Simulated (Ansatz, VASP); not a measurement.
## One calculation of Co, two programs

```xyz
1
Lattice="2.2551 0.0000 0.0000 0.0000 2.2551 0.0000 0.0000 0.0000 2.2551" Properties=species:S:1:pos:R:3 pbc="T T T"
Co    0.0000    0.0000    0.0000
```

Alike in both runs: task single point; functional LDA; k mesh 16 × 16 × 16; occupations fermi-dirac, width 0.05 eV; collinear spin.

```csv
,VASP,Ansatz
version,VASP 6.6.1,Ansatz 0.2.0
potentials or method,"VASP PAW LDA potentials, release 64 (Co), cutoff 520 eV","plane waves (420 eV) with PAW, scalar-relativistic"
valence electrons in the cell,9,17
```

Ansatz gave:

* pressure (GPa): 0.5
* net moment per atom (μB): 1.56
* size of the moment on the site where the two differ most (μB): 1.55

Question: What did VASP give for the same quantities?

Answer: Pressure (GPa): -1.1; net moment per atom (μB): 1.50; size of the moment on the site where the two differ most (μB): 1.49.

Ansatz warns that its potentials were made for another functional, while VASP's fit it. LDA's correlation is that of Perdew and Zunger in VASP and of Perdew and Wang (1992) in Ansatz. Site moments also hang on the region over which each program counts them. VASP's potentials hold 9 valence electrons a cell and Ansatz's 17, so a difference there can come from the potentials and not from the codes.
